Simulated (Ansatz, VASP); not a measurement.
MgO in VASP and in Ansatz

The input INCAR:

```
SYSTEM = MgO
PREC = Accurate
ENCUT = 520
EDIFF = 1E-6
ISMEAR = 0
SIGMA = 0.05
LREAL = .FALSE.
LASPH = .TRUE.
NELM = 80
ALGO = Normal
ISIF = 2
LWAVE = .FALSE.
LCHARG = .TRUE.
GGA = PS
LELF = .TRUE.
LVHAR = .TRUE.
NBANDS = 16
```

File KPOINTS:

```
Automatic mesh
0
G
  9 9 6
  0 0 0
```

File POSCAR:

```
MgO
1.0
    3.3722815741      0.0000000000      0.0000000000
   -1.6861407870      2.9204815119      0.0000000000
    0.0000000000      0.0000000000      4.8166297723
Mg O
2 2
Direct
    0.3333333333      0.6666666667      0.0036583380
    0.6666666667      0.3333333333      0.5036583380
    0.3333333333      0.6666666667      0.4009416620
    0.6666666667      0.3333333333      0.9009416620
```

Input for Ansatz:

```yaml
crystal:
  lattice:
    - [3.3722815741, 0.0, 0.0]
    - [-1.686140787, 2.9204815119, 0.0]
    - [0.0, 0.0, 4.8166297723]
  atoms:
    - { symbol: Mg, position: [0.3333333333, 0.6666666667, 0.003658338] }
    - { symbol: Mg, position: [0.6666666667, 0.3333333333, 0.503658338] }
    - { symbol: O, position: [0.3333333333, 0.6666666667, 0.400941662] }
    - { symbol: O, position: [0.6666666667, 0.3333333333, 0.900941662] }
basis:
  ecutwfc: 520.0
kpoints:
  mp_grid: { grid: [9, 9, 6] }
hamiltonian:
  xc: pbesol
  pseudopotentials: { kind: paw, azcp: { folder: soft_1 } }
scf:
  occupations: { method: gaussian, width: 0.05 }
output:
  forces: true
  stress: true
  eigenvalues: true
```

Alike in both runs: task single point; functional PBEsol; k mesh 9 × 9 × 6; occupations gaussian, width 0.05 eV; no spin polarisation.

|  | VASP | Ansatz |
| --- | --- | --- |
| version | VASP 6.6.1 | Ansatz 0.2.0 |
| potentials or method | VASP PAW PBE potentials, release 64 (Mg, O), cutoff 520 eV | scalar-relativistic, plane waves, PAW |
| valence electrons in the cell | 16 | 32 |

Ansatz gave:

| Item | Value |
| --- | --- |
| gap on the k mesh at the Fermi level (eV) | 3.27 |
| least direct gap on the mesh (eV) | 3.27 |
| pressure (GPa) | 0.0 |
| traceless stress, the component that is largest in VASP (GPa) | 8.27 |
| rms of the force components (eV/Å) | 0.431 |

Task: Estimate VASP's values.

Result: gap on the k mesh at the Fermi level (eV): 3.26; least direct gap on the mesh (eV): 3.26; pressure (GPa): -0.3; traceless stress, the component that is largest in VASP (GPa): 8.44; rms of the force components (eV/Å): 0.438.

VASP's potentials were made for PBE, not for PBEsol, and Ansatz warns of the same on its side. Atom by atom the forces differ by 0.007 eV/Å (rms over components). VASP's potentials hold 16 valence electrons a cell and Ansatz's 32, so a difference there can come from the potentials and not from the codes.
